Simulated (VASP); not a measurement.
Input of a VASP 6.6.1 run:

INCAR

```
SYSTEM = H2C9
  ALGO = Normal
  DIPOL = 0.5 0.5 0.356
  EDIFF = 1E-6
  ENCUT = 520
  GGA = CA
  IDIPOL = 3
  ISIF = 2
  ISMEAR = 0
  LASPH = .True.
  LCHARG = .True.
  LDIPOL = .True.
  LELF = .True.
  LREAL = Auto
  LVACPOTAV = .True.
  LVHAR = .True.
  LWAVE = .False.
  NBANDS = 55
  NELM = 100
  PREC = Accurate
  SIGMA = 0.05
```

File KPOINTS:

```
k-points
0
Gamma
  10 5 1
  0 0 0
```

POSCAR

```
H2C9
1.0
    2.4973154970      0.0000000000      0.0000000000
    0.0000000000      4.9946309939      0.0000000000
    0.0000000000      0.0000000000     20.5658806949
C H
18 4
Direct
    0.0000000000      0.2500000000      0.2262196243
    0.0000000000      0.7500000000      0.2262196243
    0.0000000000      0.5000000000      0.2691516229
    0.0000000000      0.0000000000      0.2691516229
    0.5000000000      0.5000000000      0.3120836215
    0.5000000000      0.0000000000      0.3120836215
    0.5000000000      0.7500000000      0.3550156201
    0.5000000000      0.2500000000      0.3550156201
    0.0000000000      0.7541690862      0.3949694929
    0.0000000000      0.2457899267      0.3949674279
    0.0000000000     -0.0000140276      0.4396929780
    0.0000000000      0.4999391359      0.4317923517
    0.5000000000     -0.0000616272      0.4830618919
    0.5000000000      0.4999469629      0.4696192479
    0.5000000000      0.2660177669      0.5191234399
    0.5000000000      0.7337908848      0.5191053746
    0.0000000000      0.3644303302      0.5475344195
    0.0000000000      0.6354875894      0.5475344195
   -0.2843917683      0.2504266612      0.1890712551
    0.2843917683      0.2504266612      0.1890712551
    0.2843917683      0.7495733388      0.1890712551
   -0.2843917683      0.7495733388      0.1890712551
```

Potentials or basis: VASP PAW LDA potentials, release 64 (C, H).

Run with:

```bash
$ cat potpaw_LDA.64/C/POTCAR potpaw_LDA.64/H/POTCAR > POTCAR
$ mpirun -np 1 vasp_std > vasp.out
```

Estimate the band gap on the k mesh.

1.14 eV (least direct gap 1.16 eV).

What does it give for the largest force?

2.670 eV/Å.

Forces on the atoms (eV/Å):
```
C    0.000 -0.007  1.900
C    0.000  0.007  1.900
C    0.000  0.000 -1.796
C    0.000  0.000 -1.862
C    0.000  0.000 -0.308
C    0.000  0.000 -0.791
C    0.000  1.161 -2.144
C    0.000 -1.165 -2.146
C    0.000  0.018  0.008
C    0.000 -0.022  0.007
C    0.000 -0.005  0.006
C    0.000  0.006  0.007
C    0.000  0.001  0.006
C    0.000 -0.004 -0.008
C    0.000 -0.054  0.004
C    0.000  0.070  0.010
C    0.000 -0.060  2.669
C    0.000  0.053  2.669
H   -0.034  0.003 -0.033
H    0.034  0.003 -0.033
H    0.034 -0.003 -0.033
H   -0.034 -0.003 -0.033
```
